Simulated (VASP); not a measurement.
# Na33Cl32 (a cell with a defect) in VASP: a series of runs

Runs on Na33Cl32 (a cell with a defect). Level: PBEsol. Tasks: single point.

All numbers are computed with VASP 6.6.1; they aren't measurements. Logs are shortened: lines on timing, memory, paths and dates and some standing lists are left out, and cuts for length are marked.

## 1. The cell of the first run

The cell holds a defect, 65 atoms: a = 11.200 Å, b = 11.200 Å, c = 11.200 Å, α = 90.00°, β = 90.00°, γ = 90.00°.

## 2. Single point, PBEsol

INCAR reads:

```
PREC = Accurate
ENCUT = 400
EDIFF = 1E-6
ISMEAR = -1
SIGMA = 0.05
LREAL = Auto
LASPH = T
NELM = 120
ALGO = Normal
ISIF = 2
LWAVE = F
LCHARG = F
GGA = PS
NBANDS = 266
NELECT = 454.0
ISYM = -1
GGA_COMPAT = F
```

KPOINTS reads:

```
explicit points
1
Reciprocal
  0.25000000   0.25000000   0.25000000 1
```

POSCAR reads:

```
Na33Cl32
1.0
   11.2000000000      0.0000000000      0.0000000000
    0.0000000000     11.2000000000      0.0000000000
    0.0000000000      0.0000000000     11.2000000000
Cl Na
32 33
Direct
    0.2506940000      0.0010070000      0.0010410000
    0.2500200000      0.9960560000      0.5000530000
    0.2499410000      0.5000380000      0.9961480000
    0.2465550000      0.5033140000      0.5033770000
    0.7492820000      0.0006770000      0.0007280000
    0.7490540000      0.0009340000      0.4993380000
    0.7489740000      0.4992690000      0.0010150000
    0.7539260000      0.4999980000      0.5000900000
    0.0008730000      0.2507760000      0.0010170000
    0.9960280000      0.2500600000      0.5000650000
    0.0006070000      0.7493480000      0.0007510000
    0.0008110000      0.7491350000      0.4993190000
    0.4999490000      0.2500120000      0.9961580000
    0.5032730000      0.2466970000      0.5034110000
    0.4991670000      0.7490570000      0.0009940000
    0.4998620000      0.7539300000      0.5000280000
    0.0008530000      0.0009480000      0.2508190000
    0.0006440000      0.0007360000      0.7493820000
    0.9958820000      0.5000230000      0.2500580000
    0.0008620000      0.4993190000      0.7491340000
    0.4999100000      0.9960390000      0.2501140000
    0.4992440000      0.0008840000      0.7491810000
    0.5032340000      0.5031560000      0.2469020000
    0.4998900000      0.4999570000      0.7540830000
    0.2466170000      0.2468210000      0.2468320000
    0.2499940000      0.2500440000      0.7540600000
    0.2499200000      0.7539570000      0.2500880000
    0.2506270000      0.7491190000      0.7491150000
    0.7539620000      0.2499390000      0.2501400000
    0.7490480000      0.2507350000      0.7491800000
    0.7489460000      0.7490020000      0.2507840000
    0.7492210000      0.7492780000      0.7493640000
    0.9996850000      0.9997960000      0.9998290000
    0.9968920000      0.9969540000      0.5002930000
    0.9968090000      0.5002730000      0.9969380000
    0.9973880000      0.5011130000      0.5011080000
    0.5002220000      0.9968790000      0.9970040000
    0.5010690000      0.9974410000      0.5011670000
    0.5009680000      0.5010550000      0.9976310000
    0.5220810000      0.5220760000      0.5222050000
    0.2488880000      0.2490100000      0.9975720000
    0.2278810000      0.2279060000      0.5221990000
    0.2496620000      0.7532020000      0.9969440000
    0.2488010000      0.7525430000      0.5011010000
    0.7530580000      0.2497740000      0.9970070000
    0.7525240000      0.2489520000      0.5011760000
    0.7501850000      0.7502360000      0.9997720000
    0.7529920000      0.7531360000      0.5002710000
    0.2488650000      0.9975220000      0.2490370000
    0.2497440000      0.9969000000      0.7532210000
    0.2277550000      0.5220480000      0.2280320000
    0.2488670000      0.5011040000      0.7526260000
    0.7530250000      0.9967790000      0.2498070000
    0.7502420000      0.9997320000      0.7502960000
    0.7524240000      0.5009840000      0.2490390000
    0.7530530000      0.5002070000      0.7532280000
    0.9974220000      0.2489670000      0.2490360000
    0.9968680000      0.2498320000      0.7531850000
    0.9967780000      0.7531210000      0.2498310000
    0.9996210000      0.7503140000      0.7503030000
    0.5220850000      0.2279560000      0.2280550000
    0.5010390000      0.2488990000      0.7526450000
    0.5009290000      0.7524700000      0.2489710000
    0.5001200000      0.7530640000      0.7531680000
    0.3748950000      0.3749770000      0.3752350000
```

Potentials or basis: VASP PAW PBE potentials, release 64 (Cl, Na_pv).

On the command line:

```console
> cat potpaw_PBE.64/Cl/POTCAR potpaw_PBE.64/Na_pv/POTCAR > POTCAR
> mpirun -np 1 vasp_std > vasp.out
```

OUTCAR:

```text
PREC = Accurate
   ENCUT = 400
   EDIFF = 1E-6
   ISMEAR = -1
   LREAL = Auto
   LASPH = T
   NELM = 120
   ISIF = 2
   GGA = PS
   NELECT = 454.0
   ISYM = -1

 ion  position               nearest neighbor table
   1  0.251  0.001  0.001-
   2  0.250  0.996  0.500-  42 2.62  44 2.73
   3  0.250  0.500  0.996-  51 2.62  52 2.73
   4  0.247  0.503  0.503-  65 2.49
   5  0.749  0.001  0.001-
   6  0.749  0.001  0.499-
   7  0.749  0.499  0.001-
   8  0.754  0.500  0.500-  40 2.62  36 2.73
   9  0.001  0.251  0.001-
  10  0.996  0.250  0.500-  42 2.62  46 2.73
  11  0.001  0.749  0.001-
  12  0.001  0.749  0.499-
  13  0.500  0.250  0.996-  61 2.62  62 2.73
  14  0.503  0.247  0.503-  65 2.49
  15  0.499  0.749  0.001-
  16  0.500  0.754  0.500-  40 2.62  38 2.73
  17  0.001  0.001  0.251-
  18  0.001  0.001  0.749-
  19  0.996  0.500  0.250-  51 2.62  55 2.73
  20  0.001  0.499  0.749-
  21  0.500  0.996  0.250-  61 2.62  63 2.73
  22  0.499  0.001  0.749-
  23  0.503  0.503  0.247-  65 2.49
  24  0.500  0.500  0.754-  40 2.62  39 2.73
  25  0.247  0.247  0.247-  65 2.49
  26  0.250  0.250  0.754-  42 2.62  41 2.73
  27  0.250  0.754  0.250-  51 2.62  49 2.73
  28  0.251  0.749  0.749-
  29  0.754  0.250  0.250-  61 2.62  57 2.73
  30  0.749  0.251  0.749-
  31  0.749  0.749  0.251-
  32  0.749  0.749  0.749-
  33  1.000  1.000  1.000-
  34  0.997  0.997  0.500-
  35  0.997  0.500  0.997-
  36  0.997  0.501  0.501-   8 2.73
  37  0.500  0.997  0.997-
  38  0.501  0.997  0.501-  16 2.73
  39  0.501  0.501  0.998-  24 2.73
  40  0.522  0.522  0.522-   8 2.62  16 2.62  24 2.62
  41  0.249  0.249  0.998-  26 2.73
  42  0.228  0.228  0.522-   2 2.62  10 2.62  26 2.62
  43  0.250  0.753  0.997-
  44  0.249  0.753  0.501-   2 2.73
  45  0.753  0.250  0.997-
  46  0.753  0.249  0.501-  10 2.73
  47  0.750  0.750  1.000-
  48  0.753  0.753  0.500-
  49  0.249  0.998  0.249-  27 2.73
  50  0.250  0.997  0.753-
  51  0.228  0.522  0.228-  19 2.62   3 2.62  27 2.62
  52  0.249  0.501  0.753-   3 2.73
  53  0.753  0.997  0.250-
  54  0.750  1.000  0.750-
  55  0.752  0.501  0.249-  19 2.73
  56  0.753  0.500  0.753-
  57  0.997  0.249  0.249-  29 2.73
  58  0.997  0.250  0.753-
  59  0.997  0.753  0.250-
  60  1.000  0.750  0.750-
  61  0.522  0.228  0.228-  29 2.62  13 2.62  21 2.62
  62  0.501  0.249  0.753-  13 2.73
  63  0.501  0.752  0.249-  21 2.73
  64  0.500  0.753  0.753-
  65  0.375  0.375  0.375-   4 2.49  14 2.49  25 2.49  23 2.49

IMPORTANT INFORMATION: All symmetrisations will be switched off!
NOSYMM: (Re-)initialisation of all symmetry stuff for point group C_1.

----------------------------------------------------------------------------------------

                                     Primitive cell

  volume of cell :    1404.9280

  direct lattice vectors                    reciprocal lattice vectors
    11.200000000  0.000000000  0.000000000     0.089285714  0.000000000  0.000000000
     0.000000000 11.200000000  0.000000000     0.000000000  0.089285714  0.000000000
     0.000000000  0.000000000 11.200000000     0.000000000  0.000000000  0.089285714

  length of vectors
    11.200000000 11.200000000 11.200000000     0.089285714  0.089285714  0.089285714

  position of ions in fractional coordinates (direct lattice)
     0.250694000  0.001007000  0.001041000
     0.250020000  0.996056000  0.500053000
     0.249941000  0.500038000  0.996148000
     0.246555000  0.503314000  0.503377000
     0.749282000  0.000677000  0.000728000
     0.749054000  0.000934000  0.499338000
[... 57 lines left out ...]
     0.500120000  0.753064000  0.753168000
     0.374895000  0.374977000  0.375235000

  ion indices of the primitive-cell ions
   primitive index   ion index
                 1           1
                 2           2
                 3           3
                 4           4
                 5           5
                 6           6
[... 57 lines left out ...]
                64          64
                65          65

[... 38 lines left out ...]
   TEBEG  =    0.0;   TEEND  =   0.0 temperature during run
   PSTRESS=    0.0 pullay stress
   NELECT =     454.0000    total number of electrons
   NUPDOWN=      -1.0000    fix difference up-down
   EMIN   =  10.00;   EMAX   =-10.00  energy-range for DOS
   EFERMI =   0.00;   METHOD = LEGACY
   ISMEAR =    -1;   SIGMA  =   0.05  broadening in eV -4-tet -1-fermi 0-gaus
   EFERMI_NEDOS =   21; number of points for ismear=-14 and -15
   IALGO  =     38    algorithm
   IMIX   =      4    mixing-type and parameters
     AMIX     =   0.40;   BMIX     =  1.00
     AMIX_MAG =   1.60;   BMIX_MAG =  1.00
  volume/ion in A,a.u.               =      21.61       145.86
  Fermi-wavevector in a.u.,A,eV,Ry     =   1.123420  2.122956 17.171534  1.262072
  Thomas-Fermi vector in A             =   2.260086
   LORBIT       =      0    0 simple, 1 ext, 2 COOP (PROOUT), +10 PAW based schemes
   GGA     = PS    functional components
   LHFCALC =     F    Hartree Fock is set to
   AEXX    =    0.0000 exact exchange contribution
   IVDW    =     0    specifies the selected vdW correction
   LEPSILON=     F    determine dielectric tensor
   LRPA    =     F    only Hartree local field effects (RPA)
 non-spin polarized calculation
  energy-cutoff  :      400.00
  volume of cell :     1404.93
 maximum number of plane-waves:     25482
 NGX is ok and might be reduce to    80
   NGX = 37   NGY = 37   NGZ = 37

 number of electron     453.9999894 magnetization

 Free energy of the ion-electron system (eV)
  ---------------------------------------------------
  ext. energy  EPLUGINS =         0.00000000
  ---------------------------------------------------
  free energy    TOTEN  =      -227.47758224 eV

  energy without entropy =     -227.47758224  energy(sigma->0) =     -227.47758224

 E-fermi :   0.6932     XC(G=0):  -8.4560

 val. band max:       -0.5959590814   @ k =   0.2500   0.2500   0.2500
 cond. band min:       4.8648867588   @ k =   0.2500   0.2500   0.2500
 fundamental gap:      5.4608458402
 Fermi energy:         0.6932398094

 k-point     1 :       0.2500    0.2500    0.2500
  band No.  band energies     occupation
      1     -22.0740      2.00000
      2     -22.0737      2.00000
      3     -22.0735      2.00000
      4     -21.7068      2.00000
      5     -21.6928      2.00000
      6     -21.6920      2.00000
[... 231 lines left out ...]
    238       6.8077      0.00000
    239       6.9241      0.00000
 [bands above 239 left out]

------------------------ aborting loop because EDIFF is reached ----------------------------------------

  FORCE on cell =-STRESS in cart. coord.  units (eV):
  Direction    XX          YY          ZZ          XY          YZ          ZX
  --------------------------------------------------------------------------------------
  -------------------------------------------------------------------------------------
  Total       -1.2276149     -1.2542032     -1.2484329     -0.1731427     -0.1753482     -0.1765894
  in kB       -1.3999698     -1.4302910     -1.4237106     -0.1974516     -0.1999668     -0.2013822
  external PRESSURE =      -1.4179905 kB  Pullay stress =       0.0000000 kB

 VOLUME and BASIS-vectors are now :
 -----------------------------------------------------------------------------
  energy-cutoff  :      400.00
  volume of cell :     1404.93
      direct lattice vectors                 reciprocal lattice vectors
    11.200000000  0.000000000  0.000000000     0.089285714  0.000000000  0.000000000
     0.000000000 11.200000000  0.000000000     0.000000000  0.089285714  0.000000000
     0.000000000  0.000000000 11.200000000     0.000000000  0.000000000  0.089285714

 POSITION                                       TOTAL-FORCE (eV/Angst)
 -----------------------------------------------------------------------------------
      2.80777      0.01128      0.01166        -0.001576     -0.000286     -0.000038
      2.80022     11.15583      5.60059         0.000222     -0.005809     -0.000798
      2.79934      5.60043     11.15686         0.000824     -0.001209     -0.006174
      2.76142      5.63712      5.63782        -0.002284      0.003500      0.003580
      8.39196      0.00758      0.00815        -0.000289     -0.000106      0.000610
      8.38940      0.01046      5.59259        -0.000545      0.000097      0.001306
[... 57 lines left out ...]
      5.60134      8.43432      8.43548        -0.000674      0.001581      0.001509
      4.19882      4.19974      4.20263         0.001274      0.001530     -0.000312
 -----------------------------------------------------------------------------------
    total drift:                               -0.000695      0.000057      0.000838

  FREE ENERGIE OF THE ION-ELECTRON SYSTEM (eV)
  ---------------------------------------------------
  free  energy   TOTEN  =      -227.4775822362 eV

  energy  without entropy=     -227.4775822362  energy(sigma->0) =     -227.47758224
```

Run time: 8 min. Hardware: 1 thread of Intel Xeon Platinum 8488C (Sapphire Rapids), shared host; peak memory 0.99 GiB.

Results:

| Property | Result |
| --- | --- |
| Free energy | -227.4776 eV |
| Largest force | 0.008 eV/Å |

Forces on the atoms (eV/Å):
```
Cl  -0.002  0.000  0.000
Cl   0.000 -0.006 -0.001
Cl   0.001 -0.001 -0.006
Cl  -0.002  0.004  0.004
Cl   0.000  0.000  0.001
Cl  -0.001  0.000  0.001
Cl   0.000  0.001  0.000
Cl   0.005 -0.001 -0.001
Cl   0.000 -0.001  0.000
Cl  -0.006  0.001 -0.001
Cl   0.000  0.000  0.000
Cl   0.000 -0.001  0.001
Cl  -0.001  0.001 -0.006
Cl   0.003 -0.003  0.003
Cl   0.002  0.000  0.000
Cl   0.000  0.006 -0.001
Cl   0.001  0.000 -0.002
Cl   0.000  0.000  0.000
Cl  -0.005 -0.002  0.001
Cl   0.000  0.001  0.000
Cl  -0.001 -0.006  0.001
Cl   0.001  0.001 -0.001
Cl   0.003  0.005 -0.004
Cl   0.000 -0.001  0.005
Cl  -0.004 -0.006 -0.005
Cl   0.001  0.001  0.006
Cl   0.001  0.006  0.001
Cl  -0.001 -0.001  0.000
Cl   0.005  0.002  0.001
Cl  -0.001 -0.002  0.000
Cl   0.000  0.000 -0.002
Cl   0.000  0.000  0.000
Na   0.000  0.000  0.000
Na  -0.002 -0.002 -0.001
Na  -0.001 -0.001 -0.001
Na   0.003 -0.002 -0.001
Na  -0.002 -0.001 -0.001
Na  -0.002  0.004 -0.002
Na  -0.002 -0.002  0.003
Na   0.000  0.000  0.000
Na   0.002  0.001  0.004
Na   0.000  0.000  0.000
Na   0.002  0.000 -0.001
Na   0.002 -0.003 -0.001
Na   0.001  0.001 -0.001
Na  -0.004  0.001 -0.002
Na   0.000  0.000  0.001
Na   0.002  0.001 -0.001
Na   0.002  0.003  0.001
Na   0.001 -0.001  0.001
Na   0.001 -0.001  0.001
Na   0.002 -0.002 -0.003
Na   0.001  0.000  0.002
Na  -0.001  0.000  0.000
Na  -0.003 -0.001  0.001
Na   0.001 -0.001  0.001
Na   0.003  0.002  0.001
Na  -0.001  0.001  0.002
Na  -0.001  0.001  0.001
Na   0.001 -0.001  0.000
Na  -0.001  0.000  0.000
Na  -0.002  0.002 -0.003
Na  -0.001 -0.003  0.002
Na  -0.001  0.002  0.002
Na   0.001  0.002  0.000
```

Caveat: the cell carries a net charge on a neutralising background, which shifts energy and pressure; the cell is charged against a uniform background, so pressure and absolute levels hang on convention; the PAW data sets were made with another functional, which shifts forces and pressure a little.

(Part 1 of 2 ends here.)
